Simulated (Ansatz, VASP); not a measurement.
**One calculation of C, two programs**

```
C
1.0
     0.00000    1.78337    1.78337
     1.78337    0.00000    1.78337
     1.78337    1.78337    0.00000
C
2
Direct
  0.00000 0.00000 0.00000
  0.25000 0.25000 0.25000
```

Alike in both runs: task single point; functional r2SCAN; k mesh 8 × 8 × 8; occupations gaussian, width 0.1 eV; no spin polarisation.

|  | VASP | Ansatz |
| --- | --- | --- |
| version | VASP 6.6.1 | Ansatz 0.2.0 |
| potentials or method | VASP PAW PBE potentials, release 64 (C), cutoff 660 eV | scalar-relativistic, plane waves, PAW |
| valence electrons in the cell | 8 | 8 |

```tsv
	VASP	Ansatz	Ansatz less VASP
gap on the k mesh at the Fermi level (eV)	4.33	4.35	+0.027
least direct gap on the mesh (eV)	5.84	5.88	+0.044
pressure (GPa)	-2.3	-2.4	-0.12
```

VASP's potentials were made for PBE, not for r2SCAN. The functional is the same, so the differences come from potentials, cutoffs and numerics.
